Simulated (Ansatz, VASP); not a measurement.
# One calculation of Si, two programs

```
Si
1.0
     2.60449    0.00517   -0.01146
    -1.29777    2.25828   -0.00872
    -0.01078   -0.01570    2.49115
Si
1
Direct
  0.98790 0.98721 0.98432
```

Change from the starting cell: cell strained at random at fixed volume.

Alike in both runs: task single point; functional PBE; k mesh 12 × 12 × 11; occupations fermi-dirac, width 0.05 eV; no spin polarisation.

```csv
,VASP,Ansatz
version,VASP 6.6.1,Ansatz 0.2.0
potentials or method,"VASP PAW PBE potentials, release 64 (Si), cutoff 520 eV","all-electron LAPW, scalar-relativistic"
```

Ansatz gave:

| Quantity | Value |
| --- | --- |
| gap on the k mesh at the Fermi level (eV) | none |
| pressure (GPa) | 3.0 |
| traceless stress, the component that is largest in VASP (GPa) | 1.34 |

**Question.** Estimate VASP's values.

**Answer.** gap on the k mesh at the Fermi level (eV): none; pressure (GPa): 2.9; traceless stress, the component that is largest in VASP (GPa): 1.34.

A gap of «none» marks a metal or a gap that the smearing closes. Ansatz ran all-electron here, and VASP with PAW potentials.
